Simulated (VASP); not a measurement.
# Al2Cu in VASP: further runs

Al2Cu is run at these levels: PBE; tasks: single point, relaxation of cell and atoms.

All numbers are computed with VASP 6.6.1; they aren't measurements. Logs are shortened: lines on timing, memory, paths and dates and some standing lists are left out, and cuts for length are marked.

## 1. The cell of the first run

The typed cell holds 12 atoms: a = 4.934 Å, b = 4.936 Å, c = 7.755 Å, α = 80.55°, β = 80.49°, γ = 75.69°.

## 2. Single point, PBE

INCAR

```
PREC = Accurate ; ENCUT = 520
EDIFF = 1E-6 ; ISMEAR = 0
SIGMA = 0.2 ; LREAL = False
LASPH = True ; NELM = 100
ALGO = Fast ; ISIF = 2
LWAVE = False ; LCHARG = False
GGA = PE ; NBANDS = 46
```

KPOINTS

```
regular mesh
0
Gamma
  6 6 4
```

POSCAR

```
Al2Cu
1.0
   -3.0281460771     -3.0265427603      2.4515755142
   -3.0276007868      3.0283176893      2.4548609915
   -6.0309855244     -0.0030663835     -4.8754009004
Al Cu
8 4
Direct
    0.2618028609      0.5789451621      0.9212112181
    0.7618300283      0.0789245221      0.4212567872
    0.6711155410      0.9885008881      0.8286195946
    0.1710845250      0.4883961164      0.3286437265
    0.2383252013      0.9210027390      0.5787921403
    0.7381998986      0.4210185660      0.0787577143
    0.8287620779      0.5117193813      0.6714201809
    0.3289134941      0.0115126022      0.1713537286
    0.1255488893      0.1245597045      0.8750303405
    0.6255259913      0.6244836319      0.3750361617
    0.3744222642      0.3754814549      0.6249379247
    0.8744692283      0.8754552314      0.1249404824
```

Potentials or basis: VASP PAW PBE potentials, release 64 (Al, Cu).

On the command line:

```console
cat potpaw_PBE.64/Al/POTCAR potpaw_PBE.64/Cu/POTCAR > POTCAR
mpirun -np 1 vasp_std > vasp.out
```

OUTCAR:

```text
PREC = Accurate
   ENCUT = 520
   EDIFF = 1E-6
   ISMEAR = 0
   LREAL = False
   LASPH = True
   NELM = 100
   ISIF = 2
   GGA = PE

 ion  position               nearest neighbor table
   1  0.262  0.579  0.921-  11 2.58  12 2.58   9 2.59   9 2.59   6 2.71   6 2.90   5 2.91   4 3.09
                             7 3.11   8 3.11   3 3.12   8 3.22   7 3.22   3 3.22   3 3.22
   2  0.762  0.079  0.421-  12 2.58  11 2.58  10 2.59  10 2.59   5 2.71   5 2.90   6 2.91   3 3.09
                             8 3.11   7 3.11   4 3.12   7 3.22   8 3.22   4 3.22   4 3.22
   3  0.671  0.989  0.829-  12 2.58  11 2.58   9 2.59   9 2.59   7 2.71   7 2.90   8 2.91   2 3.09
                             5 3.11   6 3.11   1 3.12   6 3.22   5 3.22   1 3.22   1 3.22
   4  0.171  0.488  0.329-  11 2.58  12 2.58  10 2.59  10 2.59   8 2.71   8 2.90   7 2.91   1 3.09
                             6 3.11   5 3.11   2 3.12   5 3.22   6 3.22   2 3.22   2 3.22
   5  0.238  0.921  0.579-   9 2.58  10 2.58  11 2.59  11 2.59   2 2.71   2 2.90   1 2.91   8 3.09
                             3 3.11   4 3.11   7 3.12   3 3.22   4 3.22   7 3.22   7 3.22
   6  0.738  0.421  0.079-  10 2.58   9 2.58  12 2.59  12 2.59   1 2.71   1 2.90   2 2.91   7 3.09
                             4 3.11   3 3.11   8 3.12   3 3.22   4 3.22   8 3.22   8 3.22
   7  0.829  0.512  0.671-  10 2.58   9 2.58  11 2.59  11 2.59   3 2.71   3 2.90   4 2.91   6 3.09
                             1 3.11   2 3.11   5 3.12   1 3.22   2 3.22   5 3.22   5 3.22
   8  0.329  0.012  0.171-   9 2.58  10 2.58  12 2.59  12 2.59   4 2.71   4 2.90   3 2.91   5 3.09
                             2 3.11   1 3.11   6 3.12   1 3.22   2 3.22   6 3.22   6 3.22
   9  0.126  0.125  0.875-  11 2.45  12 2.45   5 2.58   8 2.58   6 2.58   7 2.58   3 2.59   3 2.59
                             1 2.59   1 2.59
  10  0.626  0.624  0.375-  11 2.45  12 2.45   6 2.58   7 2.58   5 2.58   8 2.58   4 2.59   4 2.59
                             2 2.59   2 2.59
  11  0.374  0.375  0.625-  10 2.45   9 2.45   1 2.58   4 2.58   2 2.58   3 2.58   7 2.59   7 2.59
                             5 2.59   5 2.59
  12  0.874  0.875  0.125-   9 2.45  10 2.45   2 2.58   3 2.58   1 2.58   4 2.58   8 2.59   8 2.59
                             6 2.59   6 2.59

  Warning from LATTYP: Got some problem with cell dimensions!
  Tried to take original basis but could not verify dimensions!
  LATTYP: Found a triclinic cell.
 ALAT       =     4.9335435790
 B/A-ratio  =     1.2272844597
 C/A-ratio  =     1.5719225890
 COS(alpha) =     0.0008065614
 COS(beta)  =     0.1651728222
 COS(gamma) =     0.6132477993

  Lattice vectors:

 A1 = (   3.0281460771,   3.0265427603,  -2.4515755142)
 A2 = (   0.0005452903,   6.0548604496,   0.0032854773)
 A3 = (   6.0309855244,   0.0030663835,   4.8754009004)

Analysis of symmetry for initial positions (statically):
=====================================================================
 Subroutine PRICEL returns:
 Original cell was already a primitive cell.

[... 163 lines left out ...]
  Fermi-wavevector in a.u.,A,eV,Ry     =   1.185735  2.240714 19.129347  1.405967
  Thomas-Fermi vector in A             =   2.321922
   LORBIT       =      0    0 simple, 1 ext, 2 COOP (PROOUT), +10 PAW based schemes
   GGA     = PE    functional components
   LHFCALC =     F    Hartree Fock is set to
   AEXX    =    0.0000 exact exchange contribution
   IVDW    =     0    specifies the selected vdW correction
   LEPSILON=     F    determine dielectric tensor
   LRPA    =     F    only Hartree local field effects (RPA)
 non-spin polarized calculation
 RMM-DIIS sequential band-by-band and
 Gauss-broadening in eV      SIGMA  =   0.20
  energy-cutoff  :      520.00
  volume of cell :      178.97
 maximum number of plane-waves:      4835
 NGX is ok and might be reduce to    40

 number of electron      67.9999975 magnetization

 Free energy of the ion-electron system (eV)
  ---------------------------------------------------
  ext. energy  EPLUGINS =         0.00000000
  ---------------------------------------------------
  free energy    TOTEN  =       -46.85297784 eV

  energy without entropy =      -46.78801605  energy(sigma->0) =      -46.82049695

 E-fermi :   7.9638     XC(G=0): -10.8537

 val. band max:        7.9197106147   @ k =  -0.0000   0.0000   0.5000
 cond. band min:       7.9819160791   @ k =   0.3333   0.1667  -0.0000
 fundamental gap:      0.0622054644
 Fermi energy:         7.9638195993

 k-point     1 :       0.0000    0.0000    0.0000
  band No.  band energies     occupation
      1      -2.7758      2.00000
      2      -0.2268      2.00000
      3      -0.2241      2.00000
      4       2.6678      2.00000
      5       2.6726      2.00000
      6       2.6736      2.00000
[... 1165 lines left out ...]
     45      12.8992      0.00000
     46      13.3751      0.00000

 [... further k-points ...]

------------------------ aborting loop because EDIFF is reached ----------------------------------------

  FORCE on cell =-STRESS in cart. coord.  units (eV):
  Direction    XX          YY          ZZ          XY          YZ          ZX
  --------------------------------------------------------------------------------------
  -------------------------------------------------------------------------------------
  Total        0.1961571      0.1365007      0.1039064     -0.0036324     -0.0495818     -0.1088526
  in kB        1.7560794      1.2220108      0.9302131     -0.0325183     -0.4438763     -0.9744933
  external PRESSURE =       1.3027678 kB  Pullay stress =       0.0000000 kB

 VOLUME and BASIS-vectors are now :
 -----------------------------------------------------------------------------
  energy-cutoff  :      520.00
  volume of cell :      178.97
      direct lattice vectors                 reciprocal lattice vectors
    -3.028146077 -3.026542760  2.451575514    -0.082455520 -0.165204550  0.102103322
    -3.027600787  3.028317689  2.454860991    -0.082491234  0.165108687  0.101939750
    -6.030985524 -0.003066383 -4.875400900    -0.082998394  0.000063061 -0.102440412

 POSITION                                       TOTAL-FORCE (eV/Angst)
 -----------------------------------------------------------------------------------
     -8.10140      0.95805     -2.42821        -0.008143      0.001357      0.001526
     -5.08648     -2.06799      0.00764        -0.006954      0.000069      0.002904
    -10.02241      0.95979      0.03207         0.006442     -0.000943     -0.003348
     -3.97878      0.96022      0.01610         0.007711     -0.001549     -0.002998
     -7.00080      2.06601      0.02336         0.008789      0.001164     -0.001998
     -3.98504     -0.95946      2.45932         0.006712     -0.000627     -0.002404
     -8.10822     -0.96069      0.01453        -0.006013     -0.001412      0.004080
     -2.06429     -0.96113     -0.00080        -0.007531      0.002274      0.002978
     -6.03459     -0.00546     -3.65255         0.000883      0.000317     -0.001181
     -6.04671     -0.00320      1.23809        -0.000341     -0.000217      0.001348
     -6.03960      0.00196     -1.20714        -0.000744     -0.000145     -0.000280
     -6.05206      0.00415      3.68381        -0.000810     -0.000288     -0.000627
 -----------------------------------------------------------------------------------
    total drift:                                0.000000      0.000005      0.000005

  FREE ENERGIE OF THE ION-ELECTRON SYSTEM (eV)
  ---------------------------------------------------
  free  energy   TOTEN  =       -46.8529778448 eV

  energy  without entropy=      -46.7880160463  energy(sigma->0) =      -46.82049695
```

OSZICAR:

```text
N       E                     dE             d eps       ncg     rms          rms(c)
DAV:   1     0.458754357817E+03    0.45875E+03   -0.26539E+04  6992   0.166E+03
DAV:   2    -0.123648223934E+02   -0.47112E+03   -0.45440E+03  6992   0.355E+02
[... 10 lines left out ...]
RMM:  13    -0.468528241106E+02   -0.16537E-03   -0.75976E-03  8115   0.807E-01    0.146E-01
RMM:  14    -0.468527976808E+02    0.26430E-04   -0.44060E-03  9036   0.527E-01    0.155E-02
RMM:  15    -0.468529739528E+02   -0.17627E-03   -0.17979E-03 10478   0.189E-01    0.233E-02
RMM:  16    -0.468529844685E+02   -0.10516E-04   -0.83259E-05 10005   0.484E-02    0.295E-02
RMM:  17    -0.468529776948E+02    0.67737E-05   -0.23209E-05  8865   0.294E-02    0.244E-02
RMM:  18    -0.468529784562E+02   -0.76143E-06   -0.18008E-05  8745   0.235E-02    0.136E-02
RMM:  19    -0.468529778448E+02    0.61138E-06   -0.27605E-06  6077   0.162E-02
   1 F= -.46852978E+02 E0= -.46820497E+02  d E =-.649618E-01
```

stdout:

```text
POSCAR found type information on POSCAR AlCu
 POSCAR found :  2 types and      12 ions
 scaLAPACK will be used
 LDA part: xc-table for (Slater+PW92), standard interpolation
 POSCAR, INCAR and KPOINTS ok, starting setup
 FFT: planning ... GRIDC
 FFT: planning ... GRID_SOFT
 FFT: planning ... GRID
 WAVECAR not read
 entering main loop
```

Wall time 30 min (1 thread of Oxide Virtual Turin-like, shared host); peak memory 0.57 GiB.

Results:

| Quantity | Value |
| --- | --- |
| Free energy | -46.8530 eV |
| Pressure | 0.1 GPa |
| Largest force | 0.009 eV/Å |
| Band gap on the k mesh | zero (bands 34 and 35 overlap by 2.29 eV) |

Forces on the atoms (eV/Å):
```
Al  -0.008  0.001  0.002
Al  -0.007  0.000  0.003
Al   0.006 -0.001 -0.003
Al   0.008 -0.002 -0.003
Al   0.009  0.001 -0.002
Al   0.007 -0.001 -0.002
Al  -0.006 -0.001  0.004
Al  -0.008  0.002  0.003
Cu   0.001  0.000 -0.001
Cu   0.000  0.000  0.001
Cu  -0.001  0.000  0.000
Cu  -0.001  0.000 -0.001
```

## 3. Relaxation of cell and atoms, PBE

This run uses another cell than the first one: it holds 6 atoms, not 12.

INCAR

```
PREC = Accurate
ENCUT = 600
EDIFF = 1E-6
ISMEAR = -1
SIGMA = 0.15
LREAL = False
LASPH = True
NELM = 60
ALGO = Fast
ISIF = 3
LWAVE = False
LCHARG = False
GGA = PE
IBRION = 2
NSW = 80
EDIFFG = -0.001
```

KPOINTS

```
regular mesh
0
Gamma
  10 10 10
```

POSCAR

```
Al2Cu
1.0
   -3.0261891425      3.0261891425      2.4416171527
    3.0261891425     -3.0261891425      2.4416171527
    3.0261891425      3.0261891425     -2.4416171527
Al Cu
4 2
Direct
    0.6587211746      0.1587211746      0.8174423491
    0.1587211746      0.3412788254      0.5000000000
    0.3412788254      0.8412788254      0.1825576509
    0.8412788254      0.6587211746      0.5000000000
    0.2500000000      0.2500000000      0.0000000000
    0.7500000000      0.7500000000      0.0000000000
```

Potentials or basis: VASP PAW PBE potentials, release 64 (Al, Cu).

On the command line:

```console
cat potpaw_PBE.64/Al/POTCAR potpaw_PBE.64/Cu/POTCAR > POTCAR
mpirun -np 1 vasp_std > vasp.out
```

Run time: 57 min. Hardware: 1 thread of Oxide Virtual Turin-like, shared host; peak memory 0.36 GiB.

It converged, with:

```yaml
Free_energy: -23.4563 eV
Relaxed_volume: 14.95 Å³/atom
Relaxed_cell: a = 4.932 Å, b = 4.932 Å, c = 4.932 Å, α = 104.20°, β = 104.20°, γ = 120.62°
Space_group_after_relaxing_to_0.1_Å: I4/mcm (No. 140)
Energy_gained_by_relaxing: 0.0 meV/atom
Ionic_steps: 50
Pressure_after_relaxing: 0.0 GPa
Band_gap_on_the_k_mesh: zero (bands 17 and 18 overlap by 4.31 eV)
```

Step by step:
```
step  energy change (eV)  largest force (eV/Å)  pressure (GPa)  volume (Å³)
   1              0.0000                0.0114            0.87        89.44
   3             -0.0002                0.0084            0.03        89.79
   5             -0.0002                0.0083           -0.05        89.79
   7             -0.0003                0.0031            0.05        89.67
   9             -0.0003                0.0039            0.07        89.68
  11             -0.0003                0.0041            0.01        89.69
  13             -0.0003                0.0023           -0.05        89.70
  15             -0.0003                0.0020            0.03        89.70
  17             -0.0003                0.0020            0.19        89.70
  19             -0.0003                0.0020            0.02        89.70
  21             -0.0003                0.0020            0.01        89.70
  23             -0.0003                0.0020            0.01        89.70
  25             -0.0003                0.0018           -0.02        89.70
  27             -0.0003                0.0018            0.02        89.70
  29             -0.0003                0.0018            0.01        89.70
  31             -0.0003                0.0018            0.02        89.70
  33             -0.0003                0.0017            0.01        89.70
  35             -0.0003                0.0013            0.05        89.70
  37             -0.0003                0.0007            0.11        89.70
  39             -0.0003                0.0006            0.03        89.70
  41             -0.0003                0.0005            0.02        89.70
  43             -0.0003                0.0003            0.03        89.70
  45             -0.0003                0.0005            0.04        89.70
  47             -0.0003                0.0010            0.13        89.70
  49             -0.0003                0.0005            0.05        89.70
  50             -0.0003                0.0004            0.01        89.70
```

Final structure:
```
Al Cu
1.0
    -3.02969    3.02969    2.44305
     3.02969   -3.02969    2.44305
     3.02969    3.02969   -2.44305
Al Cu
4 2
Direct
  0.65853 0.15853 0.81706
  0.15853 0.34147 0.50000
  0.34147 0.84147 0.18294
  0.84147 0.65853 0.50000
  0.25000 0.25000 0.00000
  0.75000 0.75000 0.00000
```

Levels at points of the mesh, in eV from the Fermi level:
```tsv
k point	band 14	band 15	band 16	band 17	band 18	band 19	band 20	band 21
(0.00, 0.00, 0.00)	-1.96	-1.34	-1.19	-1.19	-0.84	-0.40	0.06	1.39
(0.50, 0.00, 0.00)	-3.07	-2.59	-2.59	0.22	0.22	4.02	4.02	4.29
(0.50, 0.50, 0.00)	-2.79	-1.42	-1.28	-1.01	-0.69	0.77	1.24	4.62
(0.50, 0.50, 0.50)	-3.22	-3.22	-1.84	2.53	2.95	2.95	3.31	3.97
```

## 4. Relaxation of cell and atoms, PBE

This run uses another cell than the first one: it holds 6 atoms, not 12.

INCAR

```
PREC = Accurate
ENCUT = 600
EDIFF = 1E-7
ISMEAR = 0
SIGMA = 0.1
LREAL = False
LASPH = True
NELM = 60
ALGO = Fast
ISIF = 3
LWAVE = False
LCHARG = False
GGA = PE
IBRION = 2
NSW = 100
EDIFFG = -0.01
```

KPOINTS

```
Automatic mesh
0
Gamma
  10 10 10
```

POSCAR

```
Al2Cu
1.0
   -3.0334999600      3.0334999600      2.4384999300
    3.0334999600     -3.0334999600      2.4384999300
    3.0334999600      3.0334999600     -2.4384999300
Al Cu
4 2
Direct
    0.6581000100      0.1581000100      0.8162000200
    0.1581000100      0.3418999900      0.5000000000
    0.3418999900      0.8418999900      0.1837999800
    0.8418999900      0.6581000100      0.5000000000
    0.2500000000      0.2500000000      0.0000000000
    0.7500000000      0.7500000000      0.0000000000
```

Potentials or basis: VASP PAW PBE potentials, release 64 (Al, Cu).

On the command line:

```console
cat potpaw_PBE.64/Al/POTCAR potpaw_PBE.64/Cu/POTCAR > POTCAR
mpirun -np 1 vasp_std > vasp.out
```

OUTCAR:

```text
PREC = Accurate
   ENCUT = 600
   EDIFF = 1E-7
   ISMEAR = 0
   LREAL = False
   LASPH = True
   NELM = 60
   ISIF = 3
   GGA = PE
   IBRION = 2
   NSW = 100
   EDIFFG = -0.01

 ion  position               nearest neighbor table
   1  0.658  0.158  0.816-   5 2.59   6 2.59   5 2.59   6 2.59   3 2.71   3 2.90   3 2.90   4 3.10
                             2 3.10   2 3.10   4 3.10   4 3.23   2 3.23   2 3.23   4 3.23
   2  0.158  0.342  0.500-   6 2.59   5 2.59   5 2.59   6 2.59   4 2.71   4 2.90   4 2.90   3 3.10
                             1 3.10   1 3.10   3 3.10   1 3.23   3 3.23   1 3.23   3 3.23
   3  0.342  0.842  0.184-   5 2.59   6 2.59   5 2.59   6 2.59   1 2.71   1 2.90   1 2.90   2 3.10
                             4 3.10   4 3.10   2 3.10   2 3.23   4 3.23   4 3.23   2 3.23
   4  0.842  0.658  0.500-   5 2.59   6 2.59   6 2.59   5 2.59   2 2.71   2 2.90   2 2.90   1 3.10
                             1 3.10   3 3.10   3 3.10   1 3.23   3 3.23   3 3.23   1 3.23
   5  0.250  0.250  0.000-   6 2.44   6 2.44   1 2.59   2 2.59   3 2.59   4 2.59   2 2.59   4 2.59
[... 373 lines left out ...]
 cond. band min:       7.9566227218   @ k =  -0.2000  -0.3000   0.2000
 fundamental gap:      0.0555821775
 Fermi energy:         7.9158380197

 k-point     1 :       0.0000    0.0000    0.0000
  band No.  band energies     occupation
      1      -2.7833      2.00000
      2       2.6579      2.00000
      3       2.8620      2.00000
      4       2.8620      2.00000
      5       2.9035      2.00000
      6       3.7721      2.00000
[... 565 lines left out ...]
     20      10.5641      0.00000
     21      11.2947      0.00000

 [... further k-points ...]

------------------------ aborting loop because EDIFF is reached ----------------------------------------

  FORCE on cell =-STRESS in cart. coord.  units (eV):
  Direction    XX          YY          ZZ          XY          YZ          ZX
  --------------------------------------------------------------------------------------
  -------------------------------------------------------------------------------------
  Total        0.0242010      0.0242010     -0.0440912      0.0000000      0.0000000      0.0000000
  in kB        0.4324833      0.4324833     -0.7879325      0.0000000      0.0000000      0.0000000
  external PRESSURE =       0.0256780 kB  Pullay stress =       0.0000000 kB
[... 21 lines left out ...]
  FREE ENERGIE OF THE ION-ELECTRON SYSTEM (eV)
  ---------------------------------------------------
  free  energy   TOTEN  =       -23.3898136932 eV

  energy  without entropy=      -23.3806602405  energy(sigma->0) =      -23.38523697

 reached required accuracy - stopping structural energy minimisation
```

It took 22 min on 1 thread of Oxide Virtual Turin-like, shared host; peak memory 0.36 GiB.

Results:

```
Free energy                           : -23.3898 eV
Relaxed volume                        : 14.94 Å³/atom
Relaxed cell                          : a = 4.931 Å, b = 4.931 Å, c = 4.931 Å, α = 104.24°, β = 104.24°, γ = 120.54°
Space group after relaxing (to 0.1 Å) : I4/mcm (No. 140)
Energy gained by relaxing             : 0.1 meV/atom
Ionic steps                           : 5
Pressure after relaxing               : 0.0 GPa
Largest force after relaxing          : 0.004 eV/Å
Band gap on the k mesh                : zero (bands 17 and 18 overlap by 4.30 eV)
```

Forces on the atoms (eV/Å):
```
Al   0.003  0.003  0.000
Al  -0.003  0.003  0.000
Al  -0.003 -0.003  0.000
Al   0.003 -0.003  0.000
Cu   0.000  0.000  0.000
Cu   0.000  0.000  0.000
```

Step by step:
```csv
step,energy change (eV),largest force (eV/Å),pressure (GPa),volume (Å³)
1,0.0000,0.0296,-0.15,89.76
2,-0.0004,0.0219,0.04,89.58
3,-0.0004,0.0184,0.17,89.50
4,-0.0006,0.0090,0.10,89.60
5,-0.0006,0.0036,0.00,89.65
```

Final structure:
```xyz
6
Lattice="-3.0277 3.0277 2.4451 3.0277 -3.0277 2.4451 3.0277 3.0277 -2.4451" Properties=species:S:1:pos:R:3 pbc="T T T"
Al    0.9609    3.9886    0.0000
Al    2.0668    0.9609    0.0000
Al    2.0668   -0.9609    2.4451
Al    0.9609    2.0668    2.4451
Cu    0.0000    0.0000    1.2225
Cu    0.0000    0.0000    3.6676
```

## 5. Summary

| task | cell | k mesh | cutoff (eV) | smearing | gap on the mesh (eV) | pressure (GPa) | relaxed volume (Å³/atom) |
| --- | --- | --- | --- | --- | --- | --- | --- |
| single point | a = 4.934, b = 4.936, c = 7.755 Å, angles 80.6, 80.5, 75.7°, 12 atoms, atomic positions A | 6 × 6 × 4 | 520 | gaussian 0.2 eV | none | 0.1 | - |
| relaxation of cell and atoms | relaxed from a = 4.927 Å, angles 104.2, 104.2, 120.6°, 6 atoms, atomic positions B | 10 × 10 × 10 | 600 | fermi-dirac 0.15 eV | none | 0.0 | 14.95 |
| relaxation of cell and atoms | relaxed from a = 4.935 Å, angles 104.1, 104.1, 120.8°, 6 atoms, atomic positions C | 10 × 10 × 10 | 600 | gaussian 0.1 eV | none | 0.0 | 14.94 |

Alike in all rows: level PBE; potentials or basis VASP PAW PBE potentials, release 64 (Al, Cu); no spin polarisation.

Total energies depend on the potentials used, so only differences within one code and one set of settings carry meaning.

The gap in the log of VASP goes by the Fermi energy; the results here count the filled bands.